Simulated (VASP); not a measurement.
# Ge in VASP: notebook, part 2 of 2

VASP 6.6.1.

### 3 Single point, r2SCAN (strain along [111] +1.5%)

Input file POSCAR:

```
Ge
1.0
    0.0283687351      2.8652422468      2.8652422468
    2.8652422468      0.0283687351      2.8652422468
    2.8652422468      2.8652422468      0.0283687351
Ge
2
Direct
    0.0005870963      0.0005870963      0.0005870963
    0.2494129037      0.2494129037      0.2494129037
```

Input file INCAR.step1:

```
  PREC = Accurate
  ENCUT = 520
  ISMEAR = -1
  SIGMA = 0.02
  LREAL = False
  LASPH = True
  NELM = 60
  NBANDS = 21
  GGA = PE
  ALGO = Normal
  EDIFF = 1E-4
  LWAVE = True
  LCHARG = False
```

Input file INCAR.step2:

```
  PREC = Accurate
  ENCUT = 520
  EDIFF = 1E-6
  ISMEAR = -1
  SIGMA = 0.02
  LREAL = False
  LASPH = True
  NELM = 60
  ALGO = Normal
  ISIF = 2
  LWAVE = False
  LCHARG = False
  METAGGA = R2SCAN
  LMIXTAU = True
  NBANDS = 21
  ISTART = 1
```

Input file KPOINTS:

```
Automatic mesh
0
Gamma
  8 8 8
```

Potentials or basis: VASP PAW PBE potentials, release 64 (Ge_d).

The run is started by

```sh
> cat potpaw_PBE.64/Ge_d/POTCAR > POTCAR
> cp INCAR.step1 INCAR
> mpirun -np 1 vasp_std > vasp.out
> cp INCAR.step2 INCAR
> mpirun -np 1 vasp_std > vasp.out
```

OUTCAR:

```text
PREC = Accurate
   ENCUT = 520
   EDIFF = 1E-6
   ISMEAR = -1
   LREAL = False
   LASPH = True
   NELM = 60
   ISIF = 2
   METAGGA = R2SCAN
   ISTART = 1

 ion  position               nearest neighbor table
   1  0.001  0.001  0.001-   2 2.46   2 2.46   2 2.46   2 2.48
   2  0.249  0.249  0.249-   1 2.46   1 2.46   1 2.46   1 2.48

  LATTYP: Found a trigonal (rhomboedric) cell.
 ALAT       =     4.0521637493
 COS(alpha) =     0.5098759986

  Lattice vectors:

 A1 = (   0.0283687351,   2.8652422468,   2.8652422468)
 A2 = (   2.8652422468,   0.0283687351,   2.8652422468)
 A3 = (   2.8652422468,   2.8652422468,   0.0283687351)

Analysis of symmetry for initial positions (statically):
=====================================================================
 Subroutine PRICEL returns:
 Original cell was already a primitive cell.

 Routine SETGRP: Setting up the symmetry group for a
 trigonal (rhombohedral) supercell.

 Subroutine GETGRP returns: Found 12 space group operations
 (whereof  6 operations were pure point group operations)
 out of a pool of 12 trial point group operations.

The static configuration has the point symmetry C_3v.
 The point group associated with its full space group is D_3d.

Analysis of symmetry for dynamics (positions and initial velocities):
=====================================================================
 Subroutine PRICEL returns:
 Original cell was already a primitive cell.

 Routine SETGRP: Setting up the symmetry group for a
 trigonal (rhombohedral) supercell.

 Subroutine GETGRP returns: Found 12 space group operations
 (whereof  6 operations were pure point group operations)
 out of a pool of 12 trial point group operations.

The dynamic configuration has the point symmetry C_3v.
 The point group associated with its full space group is D_3d.

 Subroutine INISYM returns: Found 12 space group operations
 (whereof  6 operations are pure point group operations),
 and found     1 'primitive' translations

----------------------------------------------------------------------------------------

                                     Primitive cell

  volume of cell :      46.3464

  direct lattice vectors                    reciprocal lattice vectors
     0.028368735  2.865242247  2.865242247    -0.177118596  0.175382139  0.175382139
     2.865242247  0.028368735  2.865242247     0.175382139 -0.177118596  0.175382139
     2.865242247  2.865242247  0.028368735     0.175382139  0.175382139 -0.177118596

  length of vectors
     4.052163749  4.052163749  4.052163749     0.304776618  0.304776618  0.304776618

  position of ions in fractional coordinates (direct lattice)
     0.000587096  0.000587096  0.000587096
     0.249412904  0.249412904  0.249412904

  ion indices of the primitive-cell ions
   primitive index   ion index
                 1           1
                 2           2

----------------------------------------------------------------------------------------

 KPOINTS: Automatic mesh

Automatic generation of k-mesh.
 Grid dimensions read from file:
 generate k-points for:    8    8    8

 Generating k-lattice:

  Cartesian coordinates                     Fractional coordinates (reciprocal lattice)
    -0.022139825  0.021922767  0.021922767     0.125000000  0.000000000  0.000000000
     0.021922767 -0.022139825  0.021922767     0.000000000  0.125000000  0.000000000
     0.021922767  0.021922767 -0.022139825     0.000000000  0.000000000  0.125000000

  Length of vectors
     0.038097077  0.038097077  0.038097077

  Shift w.r.t. Gamma in fractional coordinates (k-lattice)
     0.000000000  0.000000000  0.000000000

 Subroutine IBZKPT returns following result:
 ===========================================

 Found     65 irreducible k-points:

 Following reciprocal coordinates:
            Coordinates               Weight
  0.000000  0.000000  0.000000      1.000000
  0.125000 -0.000000 -0.000000      6.000000
  0.250000 -0.000000 -0.000000      6.000000
  0.375000 -0.000000 -0.000000      6.000000
  0.500000 -0.000000 -0.000000      3.000000
  0.125000  0.125000 -0.000000      6.000000
[... 16 lines left out ...]
  0.250000  0.125000  0.125000      6.000000
  0.375000  0.125000  0.125000      6.000000
 [... further k-points ...]
   k-points           NKPTS =     65   k-points in BZ     NKDIM =     65   number of bands    NBANDS=     21
   number of dos      NEDOS =    301   number of ions     NIONS =      2
   total plane-waves  NPLWV =  27000
   dimension x,y,z NGX =    30 NGY =   30 NGZ =   30
   dimension x,y,z NGXF=    60 NGYF=   60 NGZF=   60
   ions per type =               2
   NGX,Y,Z   is equivalent  to a cutoff of  12.31, 12.31, 12.31 a.u.
   NGXF,Y,Z  is equivalent  to a cutoff of  24.62, 24.62, 24.62 a.u.
 SYSTEM =  unknown system
   PREC   = accura    normal or accurate (medium, high low for compatibility)
   ISTART =      1    job   : 0-new  1-cont  2-samecut
   ICHARG =      0    charge: 1-file 2-atom 10-const
   ISPIN  =      1    spin polarized calculation?
   LNONCOLLINEAR =      F non collinear calculations
   LSORBIT =      F    spin-orbit coupling
   LASPH  =      T    aspherical Exc in radial PAW
   ENCUT  =  520.0 eV  38.22 Ry    6.18 a.u.   7.53  7.53  7.53*2*pi/ulx,y,z
   NELM   =     60;   NELMIN=  2; NELMDL=  0     # of ELM steps
   EDIFF  = 0.1E-05   stopping-criterion for ELM
   LREAL  =      F    real-space projection
   EDIFFG = 0.1E-04   stopping-criterion for IOM
   NSW    =      0    number of steps for IOM
   IBRION =     -1    ionic relax: 0-MD 1-quasi-New 2-CG
   NFREE  =      0    steps in history (QN), initial steepest desc. (CG)
   ISIF   =      2    stress and relaxation
   ISYM   =      2    0-nonsym 1-usesym 2-fastsym
   POTIM  = 0.5000    time-step for ionic-motion
   TEBEG  =    0.0;   TEEND  =   0.0 temperature during run
   PSTRESS=    0.0 pullay stress
   NELECT =      28.0000    total number of electrons
   NUPDOWN=      -1.0000    fix difference up-down
   EMIN   =  10.00;   EMAX   =-10.00  energy-range for DOS
   EFERMI =   0.00;   METHOD = LEGACY
   ISMEAR =    -1;   SIGMA  =   0.02  broadening in eV -4-tet -1-fermi 0-gaus
   EFERMI_NEDOS =   21; number of points for ismear=-14 and -15
   IALGO  =     38    algorithm
   IMIX   =      4    mixing-type and parameters
     AMIX     =   0.40;   BMIX     =  1.00
     AMIX_MAG =   1.60;   BMIX_MAG =  1.00
  volume/ion in A,a.u.               =      23.17       156.38
  Fermi-wavevector in a.u.,A,eV,Ry     =   1.383956  2.615297 26.059693  1.915333
  Thomas-Fermi vector in A             =   2.508505
   LORBIT       =      0    0 simple, 1 ext, 2 COOP (PROOUT), +10 PAW based schemes
   METAGGA = R2SCAN    functional components
   LHFCALC =     F    Hartree Fock is set to
   AEXX    =    0.0000 exact exchange contribution
   IVDW    =     0    specifies the selected vdW correction
   LEPSILON=     F    determine dielectric tensor
   LRPA    =     F    only Hartree local field effects (RPA)
 non-spin polarized calculation
  energy-cutoff  :      520.00
  volume of cell :       46.35
 maximum number of plane-waves:      1267
   NGX = 15   NGY = 15   NGZ = 15

 number of electron      28.0000002 magnetization

 Free energy of the ion-electron system (eV)
  ---------------------------------------------------
  ext. energy  EPLUGINS =         0.00000000
  ---------------------------------------------------
  free energy    TOTEN  =       -27.73127537 eV

  energy without entropy =      -27.73123761  energy(sigma->0) =      -27.73125649

 E-fermi :   4.6879     XC(G=0): -10.6970

 val. band max:        4.6175679280   @ k =   0.0000   0.0000   0.0000
 cond. band min:       4.7438633145   @ k =   0.0000   0.0000   0.0000
 fundamental gap:      0.1262953865
 Fermi energy:         4.6879327834

 k-point     1 :       0.0000    0.0000    0.0000
  band No.  band energies     occupation
      1     -20.8904      2.00000
      2     -20.8904      2.00000
      3     -20.8791      2.00000
      4     -20.8491      2.00000
      5     -20.8491      2.00000
      6     -20.6528      2.00000
[... 13 lines left out ...]
     20      14.4531      0.00000
     21      14.4531      0.00000

 k-point     2 :       0.1250   -0.0000   -0.0000
  band No.  band energies     occupation
      1     -20.8974      2.00000
      2     -20.8913      2.00000
      3     -20.8844      2.00000
      4     -20.8381      2.00000
      5     -20.8371      2.00000
      6     -20.6595      2.00000
[... 520 lines left out ...]
 k-point    24 :       0.3750    0.1250    0.1250
  band No.  band energies     occupation
      1     -20.9152      2.00000
      2     -20.9107      2.00000
      3     -20.8646      2.00000
      4     -20.8191      2.00000
      5     -20.8006      2.00000
      6     -20.6875      2.00000
[... 13 lines left out ...]
     20      13.8849      0.00000
     21      15.3499      0.00000

 [... further k-points ...]
[... 5 lines left out ...]
  --------------------------------------------------------------------------------------
  -------------------------------------------------------------------------------------
  Total       -0.2824357     -0.2824357     -0.2824357     -0.1868343     -0.1868343     -0.1868343
  in kB       -9.7636945     -9.7636945     -9.7636945     -6.4587903     -6.4587903     -6.4587903
  external PRESSURE =      -9.7636945 kB  Pullay stress =       0.0000000 kB

 VOLUME and BASIS-vectors are now :
 -----------------------------------------------------------------------------
  energy-cutoff  :      520.00
  volume of cell :       46.35
      direct lattice vectors                 reciprocal lattice vectors
     0.028368735  2.865242247  2.865242247    -0.177118596  0.175382139  0.175382139
     2.865242247  0.028368735  2.865242247     0.175382139 -0.177118596  0.175382139
     2.865242247  2.865242247  0.028368735     0.175382139  0.175382139 -0.177118596

 POSITION                                       TOTAL-FORCE (eV/Angst)
 -----------------------------------------------------------------------------------
      0.00338      0.00338      0.00338        -0.004062     -0.004062     -0.004062
      1.43633      1.43633      1.43633         0.004062      0.004062      0.004062
 -----------------------------------------------------------------------------------
    total drift:                                0.000000      0.000000      0.000000

  FREE ENERGIE OF THE ION-ELECTRON SYSTEM (eV)
  ---------------------------------------------------
  free  energy   TOTEN  =       -27.7312753658 eV

  energy  without entropy=      -27.7312376073  energy(sigma->0) =      -27.73125649
```

Run time: 5.2 min. Hardware: 1 thread of Intel Xeon 8259CL, shared host; peak memory 0.2 GiB.

Results:

- Free energy: -27.7313 eV
- Pressure: -1.0 GPa
- Largest force: 0.007 eV/Å
- Band gap on the k mesh: 0.13 eV, direct

Forces in eV/Å, atoms in the order of the input:
```
Ge  -0.004 -0.004 -0.004
Ge   0.004  0.004  0.004
```

Caveat: the cell differs from its parent crystal (strain along [111] +1.5%); the PAW data sets were made with another functional, which shifts forces and pressure a little.

### 4 Single point, r2SCAN (shear xy strain +1.5%)

Input file POSCAR:

```
Ge
1.0
    0.0212765513      2.8368735117      2.8368735117
    2.8368735117      0.0212765513      2.8368735117
    2.8581500630      2.8581500630      0.0000000000
Ge
2
Direct
    0.0009270610      0.0009270610     -0.0009270610
    0.2490729390      0.2490729390      0.2509270610
```

Input file INCAR.step1:

```
SYSTEM = Ge
  PREC = Accurate
  ENCUT = 520
  ISMEAR = -1
  SIGMA = 0.02
  LREAL = .FALSE.
  LASPH = .TRUE.
  NELM = 80
  NBANDS = 21
  GGA = PE
  ALGO = Normal
  EDIFF = 1E-4
  LWAVE = .TRUE.
  LCHARG = .FALSE.
```

Input file INCAR.step2:

```
SYSTEM = Ge
  PREC = Accurate
  ENCUT = 520
  EDIFF = 1E-6
  ISMEAR = -1
  SIGMA = 0.02
  LREAL = .FALSE.
  LASPH = .TRUE.
  NELM = 80
  ALGO = Normal
  ISIF = 2
  LWAVE = .FALSE.
  LCHARG = .FALSE.
  METAGGA = R2SCAN
  LMIXTAU = .TRUE.
  NBANDS = 21
  ISTART = 1
```

Input file KPOINTS:

```
regular mesh
0
G
  8 8 8
  0 0 0
```

The run is started by

```sh
> cat potpaw_PBE.64/Ge_d/POTCAR > POTCAR
> cp INCAR.step1 INCAR
> mpirun -np 1 vasp_std > vasp.out
> cp INCAR.step2 INCAR
> mpirun -np 1 vasp_std > vasp.out
```

Wall time 6.5 min (1 thread of Intel Xeon 8259CL, shared host); peak memory 0.21 GiB.

Results (log left out):

* Free energy: -27.7338 eV
* Pressure: 0.1 GPa
* Band gap on the k mesh: 0.25 eV, direct

Stress tensor (GPa, compression positive):
```
 0.06 -0.99  0.00
-0.99  0.06  0.00
 0.00  0.00  0.04
```

Levels at points of the mesh, in eV from the valence-band top:
| k point | band 12 | band 13 | band 14 | band 15 | band 16 | band 17 |
| --- | --- | --- | --- | --- | --- | --- |
| (0.00, 0.00, 0.00) | -0.13 | -0.07 | 0.00 | 0.25 | 2.57 | 2.66 |
| (0.50, 0.00, 0.00) | -7.88 | -1.60 | -1.55 | 0.27 | 3.87 | 3.92 |
| (0.50, 0.50, 0.00) | -9.21 | -3.35 | -3.17 | 0.79 | 1.04 | 9.92 |
| (0.00, 0.00, 0.50) | -7.90 | -1.52 | -1.47 | 0.43 | 3.94 | 3.98 |
| (0.50, 0.00, 0.50) | -9.25 | -3.26 | -3.26 | 0.92 | 0.92 | 9.95 |

Caveat: the cell differs from its parent crystal (shear xy strain +1.5%); the PAW data sets were made with another functional, which shifts forces and pressure a little.

### 5 Summary

```csv
level,cell,gap on the mesh (eV),pressure (GPa),largest force (eV/Å)
PBE,"a = 4.012, b = 4.012, c = 4.042 Å, angles 59.8, 59.8, 59.5°, 2 atoms",0.06,3.0,0.03
r2SCAN,"a = 4.052 Å, angles 59.3°, 2 atoms",0.13,-1.0,0.01
r2SCAN,"a = 4.012, b = 4.012, c = 4.042 Å, angles 59.8, 59.8, 59.5°, 2 atoms",0.25,0.1,-
```

Alike in all rows: task single point; potentials or basis VASP PAW PBE potentials, release 64 (Ge_d); no spin polarisation; k mesh 8 × 8 × 8; cutoff (eV) 520; smearing fermi-dirac 0.02 eV.

Caveats: the PAW data sets were made with another functional, which shifts forces and pressure a little (some runs).

Total energies depend on the potentials used, so only differences within one code and one set of settings carry meaning.
